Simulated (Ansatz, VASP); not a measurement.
Two plane-wave programs on VN2

```
V N
1.0
    -2.15075    2.15075    2.49135
     2.15075   -2.15075    2.49135
     2.15075    2.15075   -2.49135
V N
2 4
Direct
  0.25000 0.25000 0.00000
  0.75000 0.75000 0.00000
  0.11510 0.61510 0.73020
  0.61510 0.88490 0.50000
  0.88490 0.38490 0.26980
  0.38490 0.11510 0.50000
```

Alike in both runs: task single point; functional PBEsol; k mesh 12 × 12 × 12; occupations methfessel-paxton of order 1, width 0.05 eV; no spin polarisation.

```csv
,VASP,Ansatz
version,VASP 6.6.1,Ansatz 0.2.0
potentials or method,"VASP PAW PBE potentials, release 64 (V_sv, N), cutoff 520 eV","scalar-relativistic, plane waves, PAW"
valence electrons in the cell,46,46
```

```tsv
	VASP	Ansatz	Ansatz less VASP
gap on the k mesh at the Fermi level (eV)	none	none	-
pressure (GPa)	-10.9	-11.6	-0.72
traceless stress, the component that is largest in VASP (GPa)	-0.53	-0.26	+0.269
rms of the force components (eV/Å)	0.180	0.218	+0.0378
```

VASP's potentials were made for PBE, not for PBEsol. Atom by atom the forces differ by 0.038 eV/Å (rms over components). A gap of «none» marks a metal or a gap that the smearing closes. With one functional, cell and mesh, what is left measures potentials, basis and numerics.
